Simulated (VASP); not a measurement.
Input of a VASP 6.6.1 run:

Contents of INCAR:

```
ALGO = Normal
EDIFF = 1E-7
ENCUT = 520
GGA = PE
ISIF = 2
ISMEAR = 0
LASPH = True
LCHARG = False
LREAL = False
LWAVE = False
NBANDS = 12
NELM = 100
PREC = Accurate
SIGMA = 0.05
```

The input KPOINTS:

```
k-points
0
Gamma
  8 8 8
```

POSCAR

```
Au
1.0
   -1.6523098253      1.6523098253      1.6523098253
    1.6523098253     -1.6523098253      1.6523098253
    1.6523098253      1.6523098253     -1.6523098253
Au
1
Direct
    0.0000000000      0.0000000000      0.0000000000
```

Potentials or basis: VASP PAW PBE potentials, release 64 (Au).

The run is started by

```console
$ cat potpaw_PBE.64/Au/POTCAR > POTCAR
$ mpirun -np 1 vasp_std > vasp.out
```

Q: Estimate the pressure.

A: -0.4 GPa.
